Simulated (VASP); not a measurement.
Runs of VASP 6.6.1 on Si. The structure is that of space group Fd-3m (No. 227), or close to it. The cells are those of the table. 

| task | cell | k mesh | cutoff (eV) | smearing | gap on the mesh (eV) | pressure (GPa) |
| --- | --- | --- | --- | --- | --- | --- |
| single point | a = 3.782, b = 3.782, c = 3.816 Å, angles 60.3, 60.3, 90.0°, 2 atoms | 8 × 8 × 8 | 520 | gaussian 0.01 eV | 0.37 | 1.3 |
| single point | a = 3.839, b = 3.839, c = 3.824 Å, angles 59.9, 59.9, 90.0°, 2 atoms | 8 × 8 × 8 | 520 | gaussian 0.01 eV | 0.41 | -0.6 |
| single point | a = 3.858, b = 3.858, c = 3.824 Å, angles 59.7, 59.7, 90.0°, 2 atoms | 8 × 8 × 8 | 520 | gaussian 0.01 eV | (a) | -1.1 |
| single point | a = 3.782, b = 3.782, c = 3.812 Å, angles 60.3, 60.3, 90.0°, 2 atoms | 8 × 8 × 8 | 520 | gaussian 0.01 eV | 0.38 | 1.5 |
| relaxation of cell and atoms | relaxed from a = 3.838 Å, angles 60.0, 60.0, 90.0°, 2 atoms | 12 × 12 × 12 | 600 | fermi-dirac 0.05 eV | 0.44 | 0.0 |
| single point | a = 3.820 Å, angles 60.0, 60.0, 90.0°, 2 atoms | 8 × 8 × 8 | 520 | gaussian 0.01 eV | 0.49 | 0.1 |
| single point | a = 3.839, b = 3.839, c = 3.822 Å, angles 59.9, 59.9, 90.0°, 2 atoms | 8 × 8 × 8 | 520 | gaussian 0.01 eV | 0.40 | -0.5 |
| single point | a = 3.743, b = 3.743, c = 3.805 Å, angles 60.5, 60.5, 90.0°, 2 atoms | 8 × 8 × 8 | 520 | gaussian 0.01 eV | (b) | 3.0 |
| single point | a = 3.858, b = 3.858, c = 3.828 Å, angles 59.7, 59.7, 90.0°, 2 atoms | 8 × 8 × 8 | 520 | gaussian 0.01 eV | 0.34 | -1.3 |
| single point | a = 3.896, b = 3.896, c = 3.836 Å, angles 59.5, 59.5, 90.0°, 2 atoms | 8 × 8 × 8 | 520 | gaussian 0.01 eV | 0.20 | -2.5 |

Alike in all rows: level LDA; potentials or basis VASP PAW LDA potentials, release 64 (Si); no spin polarisation.

Estimate the missing entries.

(a) 0.32; (b) 0.27.

A k mesh can miss the band edges.
